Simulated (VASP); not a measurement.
# LiH (Fm-3m) in VASP: a series of runs

Runs on LiH. Level: PBEsol. Tasks: relaxation of cell and atoms.

Everything below comes from runs of VASP 6.6.1. Logs are shortened: lines on timing, memory, paths and dates and some standing lists are left out, and cuts for length are marked.

## 1. The cell of the first run

Symmetry: Fm-3m, No. 225, cubic system. Conventional cell: a = 3.981 Å, b = 3.981 Å, c = 3.981 Å, α = 90.00°, β = 90.00°, γ = 90.00°. Li (site symmetry m-3m) has 6 H at 1.99 Å within 2.6 Å. Within 2.6 Å of H (site symmetry m-3m) lie 6 Li at 1.99 Å.

## 2. Relaxation of cell and atoms, PBEsol, target pressure 10 GPa, at which the enthalpy is minimised

INCAR

```
ALGO = Normal
EDIFF = 1E-7
EDIFFG = -0.002
ENCUT = 600
GGA = PS
IBRION = 2
ISIF = 3
ISMEAR = 0
LASPH = True
LCHARG = False
LREAL = False
LWAVE = False
NELM = 80
NSW = 100
PREC = Accurate
PSTRESS = 100.0
SIGMA = 0.01
```

KPOINTS

```
k-points
0
Gamma
  10 10 10
```

POSCAR

```
LiH
1.0
    0.0000000000      1.9903704688      1.9903704688
    1.9903704688      0.0000000000      1.9903704688
    1.9903704688      1.9903704688      0.0000000000
Li H
1 1
Direct
    0.0000000000      0.0000000000      0.0000000000
    0.5000000000      0.5000000000      0.5000000000
```

Potentials or basis: VASP PAW PBE potentials, release 64 (Li_sv, H).

Command:

```bash
> cat potpaw_PBE.64/Li_sv/POTCAR potpaw_PBE.64/H/POTCAR > POTCAR
> mpirun -np 1 vasp_std > vasp.out
```

OUTCAR:

```text
EDIFF = 1E-7
   EDIFFG = -0.002
   ENCUT = 600
   GGA = PS
   IBRION = 2
   ISIF = 3
   ISMEAR = 0
   LASPH = True
   LREAL = False
   NELM = 80
   NSW = 100
   PREC = Accurate
   PSTRESS = 100.0

 ion  position               nearest neighbor table
   1  0.000  0.000  0.000-
   2  0.500  0.500  0.500-

  LATTYP: Found a face centered cubic cell.
 ALAT       =     3.9807409376

  Lattice vectors:

 A1 = (   0.0000000000,   1.9903704688,   1.9903704688)
 A2 = (   1.9903704688,   0.0000000000,   1.9903704688)
 A3 = (   1.9903704688,   1.9903704688,   0.0000000000)

Analysis of symmetry for initial positions (statically):
=====================================================================
 Subroutine PRICEL returns:
 Original cell was already a primitive cell.

 Routine SETGRP: Setting up the symmetry group for a
 face centered cubic supercell.

 Subroutine GETGRP returns: Found 48 space group operations
 (whereof 48 operations were pure point group operations)
 out of a pool of 48 trial point group operations.

The static configuration has the point symmetry O_h .

Analysis of symmetry for dynamics (positions and initial velocities):
=====================================================================
 Subroutine PRICEL returns:
 Original cell was already a primitive cell.

 Routine SETGRP: Setting up the symmetry group for a
 face centered cubic supercell.

 Subroutine GETGRP returns: Found 48 space group operations
 (whereof 48 operations were pure point group operations)
 out of a pool of 48 trial point group operations.

The dynamic configuration has the point symmetry O_h .

 Subroutine INISYM returns: Found 48 space group operations
 (whereof 48 operations are pure point group operations),
 and found     1 'primitive' translations

----------------------------------------------------------------------------------------

                                     Primitive cell

  volume of cell :      15.7700

  direct lattice vectors                    reciprocal lattice vectors
     0.000000000  1.990370469  1.990370469    -0.251209515  0.251209515  0.251209515
     1.990370469  0.000000000  1.990370469     0.251209515 -0.251209515  0.251209515
     1.990370469  1.990370469  0.000000000     0.251209515  0.251209515 -0.251209515
[... 97 lines left out ...]
   EMIN   =  10.00;   EMAX   =-10.00  energy-range for DOS
   EFERMI =   0.00;   METHOD = LEGACY
   ISMEAR =     0;   SIGMA  =   0.01  broadening in eV -4-tet -1-fermi 0-gaus
   EFERMI_NEDOS =   21; number of points for ismear=-14 and -15
   IALGO  =     38    algorithm
   IMIX   =      4    mixing-type and parameters
     AMIX     =   0.40;   BMIX     =  1.00
     AMIX_MAG =   1.60;   BMIX_MAG =  1.00
  volume/ion in A,a.u.               =       7.89        53.21
  Fermi-wavevector in a.u.,A,eV,Ry     =   1.036297  1.958317 14.611453  1.073911
  Thomas-Fermi vector in A             =   2.170681
   LORBIT       =      0    0 simple, 1 ext, 2 COOP (PROOUT), +10 PAW based schemes
   GGA     = PS    functional components
   LHFCALC =     F    Hartree Fock is set to
   AEXX    =    0.0000 exact exchange contribution
   IVDW    =     0    specifies the selected vdW correction
   LEPSILON=     F    determine dielectric tensor
   LRPA    =     F    only Hartree local field effects (RPA)
 conjugate gradient relaxation of ions
 non-spin polarized calculation
 Gauss-broadening in eV      SIGMA  =   0.01
  energy-cutoff  :      600.00
  volume of cell :       15.77
 maximum number of plane-waves:       544
   NGX = 11   NGY = 11   NGZ = 11

--------------------------------------- Ionic step        1  -------------------------------------------

 number of electron       3.9999997 magnetization

 Free energy of the ion-electron system (eV)
  ---------------------------------------------------
  ext. energy  EPLUGINS =         0.00000000
  ---------------------------------------------------
  free energy    TOTEN  =        -6.12135145 eV

  energy without entropy =       -6.12135145  energy(sigma->0) =       -6.12135145

------------------------ aborting loop because EDIFF is reached ----------------------------------------

  FORCE on cell =-STRESS in cart. coord.  units (eV):
  Direction    XX          YY          ZZ          XY          YZ          ZX
  --------------------------------------------------------------------------------------
  -------------------------------------------------------------------------------------
  Total       -0.0167131     -0.0167131     -0.0167131     -0.0000000     -0.0000000      0.0000000
  in kB       -1.6979881     -1.6979881     -1.6979881     -0.0000000     -0.0000000      0.0000000
  external PRESSURE =    -101.6979881 kB  Pullay stress =     100.0000000 kB
[... 97 lines left out ...]
  energy  without entropy=       -6.0680099982  energy(sigma->0) =       -6.06801000

  enthalpy is  TOTEN    =        -5.2369427133 eV   P V=        0.8310672849

[... ionic steps 4 to 16 ...]

--------------------------------------- Ionic step       17  -------------------------------------------

 number of electron       3.9999998 magnetization

------------------------ aborting loop because EDIFF is reached ----------------------------------------
[... 71 lines left out ...]
--------------------------------------- Ionic step       19  -------------------------------------------

 number of electron       3.9999998 magnetization

 Free energy of the ion-electron system (eV)
  ---------------------------------------------------
  ext. energy  EPLUGINS =         0.00000000
  ---------------------------------------------------
  free energy    TOTEN  =        -6.04756235 eV

  energy without entropy =       -6.04756235  energy(sigma->0) =       -6.04756235

 E-fermi :   1.4441     XC(G=0):  -9.3393

 val. band max:        1.3046015707   @ k =   0.5000   0.5000   0.0000
 cond. band min:       3.8231647276   @ k =   0.5000   0.5000   0.0000
 fundamental gap:      2.5185631570
 Fermi energy:         1.4440889241

 k-point     1 :       0.0000    0.0000    0.0000
  band No.  band energies     occupation
      1     -42.3102      2.00000
      2      -5.0956      2.00000
      3      20.4376      0.00000
      4      21.3106      0.00000
      5      21.3106      0.00000
      6      21.3106      0.00000
[... 199 lines left out ...]
 k-point    24 :       0.4000    0.3000    0.0000
  band No.  band energies     occupation
      1     -42.1942      2.00000
      2      -1.6427      2.00000
      3       8.4987      0.00000
      4      12.6089      0.00000
      5      14.1438      0.00000
      6      19.2206      0.00000

 [... further k-points ...]
[... 5 lines left out ...]
  --------------------------------------------------------------------------------------
  -------------------------------------------------------------------------------------
  Total        0.8044062      0.8044062      0.8044062     -0.0000000     -0.0000000      0.0000000
  in kB       99.5065629     99.5065629     99.5065629     -0.0000000     -0.0000000      0.0000000
  external PRESSURE =      -0.4934371 kB  Pullay stress =     100.0000000 kB
[... 21 lines left out ...]
  energy  without entropy=       -6.0475623482  energy(sigma->0) =       -6.04756235

  enthalpy is  TOTEN    =        -5.2391672193 eV   P V=        0.8083951289

 reached required accuracy - stopping structural energy minimisation
```

CONTCAR:

```text
LiH
   1.00000000000000
     0.0000000000000000    1.8639521454869543    1.8639521454869543
     1.8639521454869541    0.0000000000000000    1.8639521454869543
     1.8639521454869541    1.8639521454869543   -0.0000000000000000
  Li              H
     1     1
Direct
     1.0000000000000000    0.0000000000000000    1.0000000000000000
     0.5000000000000000    0.5000000000000000    0.5000000000000000

  0.00000000E+00  0.00000000E+00  0.00000000E+00
  0.00000000E+00  0.00000000E+00  0.00000000E+00
```

Run time: 51 s. Hardware: 1 thread of Intel Xeon 8259CL, shared host; peak memory 0.13 GiB.

Results:

- Free energy: -6.0476 eV
- Relaxed volume: 6.48 Å³/atom
- Relaxed cell: a = 2.636 Å, b = 2.636 Å, c = 2.636 Å, α = 60.00°, β = 60.00°, γ = 60.00°
- Space group after relaxing (to 0.05 Å): Fm-3m (No. 225)
- Energy change on relaxing (the enthalpy is what falls): +36.9 meV/atom
- Ionic steps: 19
- Pressure after relaxing: 10.0 GPa
- Band gap on the k mesh: 2.52 eV, direct

Step by step:
| step | energy change (eV) | largest force (eV/Å) | pressure (GPa) | volume (Å³) |
| --- | --- | --- | --- | --- |
| 1 | 0.0000 | 0.0000 | -0.17 | 15.77 |
| 2 | 0.0088 | 0.0000 | 2.87 | 14.66 |
| 3 | 0.0533 | 0.0000 | 8.12 | 13.32 |
| 4 | 0.0764 | 0.0000 | 10.17 | 12.91 |
| 5 | 0.0730 | 0.0000 | 9.89 | 12.96 |
| 6 | 0.0731 | 0.0000 | 9.89 | 12.96 |
| 7 | 0.0731 | 0.0000 | 9.89 | 12.96 |
| 8 | 0.0731 | 0.0000 | 9.89 | 12.96 |
| 9 | 0.0731 | 0.0000 | 9.89 | 12.96 |
| 10 | 0.0731 | 0.0000 | 9.89 | 12.96 |
| 11 | 0.0731 | 0.0000 | 9.89 | 12.96 |
| 12 | 0.0731 | 0.0000 | 9.89 | 12.96 |
| 13 | 0.0731 | 0.0000 | 9.89 | 12.96 |
| 14 | 0.0731 | 0.0000 | 9.89 | 12.96 |
| 15 | 0.0731 | 0.0000 | 9.89 | 12.96 |
| 16 | 0.0732 | 0.0000 | 9.89 | 12.96 |
| 17 | 0.0733 | 0.0000 | 9.90 | 12.96 |
| 18 | 0.0734 | 0.0000 | 9.92 | 12.96 |
| 19 | 0.0738 | 0.0000 | 9.95 | 12.95 |

Final structure:
```cif
data_structure
_symmetry_space_group_name_H-M 'P 1'
_symmetry_Int_Tables_number 1
_cell_length_a 2.6360
_cell_length_b 2.6360
_cell_length_c 2.6360
_cell_angle_alpha 60.000
_cell_angle_beta 60.000
_cell_angle_gamma 60.000
_cell_volume 12.95
loop_
_atom_site_label
_atom_site_type_symbol
_atom_site_fract_x
_atom_site_fract_y
_atom_site_fract_z
_atom_site_occupancy
Li1 Li 0.00000 0.00000 0.00000 1
H1 H 0.50000 0.50000 0.50000 1
```

Caveat: the cutoff is under 1.25 times the usual one of these potentials, so pressure, stress and relaxed cells hold a basis-set (Pulay) error; the cell is relaxed towards a set pressure, so the enthalpy falls and the energy may rise; the volume moved by over 15 % at a fixed basis, so the end points are rough; the PAW data sets were made with another functional, which shifts forces and pressure a little. A k mesh can miss the band edges.

## 3. Relaxation of cell and atoms, PBEsol, target pressure 15 GPa, at which the enthalpy is minimised

INCAR

```
SYSTEM = LiH
  PREC = Accurate
  ENCUT = 600
  EDIFF = 1E-6
  ISMEAR = 0
  SIGMA = 0.01
  LREAL = .False.
  LASPH = .True.
  NELM = 100
  ALGO = Normal
  ISIF = 3
  LWAVE = .False.
  LCHARG = .False.
  GGA = PS
  IBRION = 2
  NSW = 100
  EDIFFG = -0.002
  PSTRESS = 150.0
```

KPOINTS

```
regular mesh
0
Gamma
  10 10 10
  0 0 0
```

POSCAR is that of step 2.

Potentials or basis: VASP PAW PBE potentials, release 64 (Li_sv, H).

Command:

```bash
> cat potpaw_PBE.64/Li_sv/POTCAR potpaw_PBE.64/H/POTCAR > POTCAR
> mpirun -np 1 vasp_std > vasp.out
```

Wall time 41 s (1 thread of Intel Xeon 8259CL, shared host); peak memory 0.13 GiB.

It converged, with:

```
Free energy                                            : -5.9839 eV
Relaxed volume                                         : 6.06 Å³/atom
Relaxed cell                                           : a = 2.579 Å, b = 2.579 Å, c = 2.579 Å, α = 60.00°, β = 60.00°, γ = 60.00°
Space group after relaxing (to 0.05 Å)                 : Fm-3m (No. 225)
Energy change on relaxing (the enthalpy is what falls) : +68.7 meV/atom
Ionic steps                                            : 20
Pressure after relaxing                                : 15.0 GPa
Band gap on the k mesh                                 : 2.43 eV, direct
```

The path:
| step | energy change (eV) | largest force (eV/Å) | pressure (GPa) | volume (Å³) |
| --- | --- | --- | --- | --- |
| 1 | 0.0000 | 0.0000 | -0.18 | 15.77 |
| 2 | 0.0213 | 0.0000 | 4.71 | 14.13 |
| 3 | 0.0980 | 0.0000 | 11.98 | 12.60 |
| 4 | 0.1415 | 0.0000 | 15.29 | 12.08 |
| 5 | 0.1352 | 0.0000 | 14.83 | 12.15 |
| 6 | 0.1352 | 0.0000 | 14.81 | 12.15 |
| 7 | 0.1353 | 0.0000 | 14.82 | 12.15 |
| 8 | 0.1353 | 0.0000 | 14.82 | 12.15 |
| 9 | 0.1353 | 0.0000 | 14.82 | 12.15 |
| 10 | 0.1353 | 0.0000 | 14.82 | 12.15 |
| 11 | 0.1353 | 0.0000 | 14.82 | 12.15 |
| 12 | 0.1353 | 0.0000 | 14.82 | 12.15 |
| 13 | 0.1353 | 0.0000 | 14.82 | 12.15 |
| 14 | 0.1353 | 0.0000 | 14.82 | 12.15 |
| 15 | 0.1353 | 0.0000 | 14.82 | 12.15 |
| 16 | 0.1354 | 0.0000 | 14.83 | 12.15 |
| 17 | 0.1355 | 0.0000 | 14.83 | 12.15 |
| 18 | 0.1358 | 0.0000 | 14.84 | 12.14 |
| 19 | 0.1363 | 0.0000 | 14.87 | 12.14 |
| 20 | 0.1374 | 0.0000 | 14.98 | 12.13 |

Final structure:
```
Li H
1.0
     0.00000    1.82349    1.82349
     1.82349    0.00000    1.82349
     1.82349    1.82349    0.00000
Li H
1 1
Direct
  0.00000 0.00000 0.00000
  0.50000 0.50000 0.50000
```

Levels at points of the mesh, in eV from the valence-band top:
```csv
k point,band 1,band 2,band 3,band 4,band 5
"(0.00, 0.00, 0.00)",-43.64,-6.67,20.15,20.74,20.74
"(0.50, 0.00, 0.00)",-43.50,-3.66,5.44,16.22,18.97
"(0.50, 0.50, 0.00)",-43.46,0.00,2.43,12.04,12.04
```

Caveat: the cutoff is under 1.25 times the usual one of these potentials, so pressure, stress and relaxed cells hold a basis-set (Pulay) error; the cell is relaxed towards a set pressure, so the enthalpy falls and the energy may rise; the volume moved by over 15 % at a fixed basis, so the end points are rough; the PAW data sets were made with another functional, which shifts forces and pressure a little.
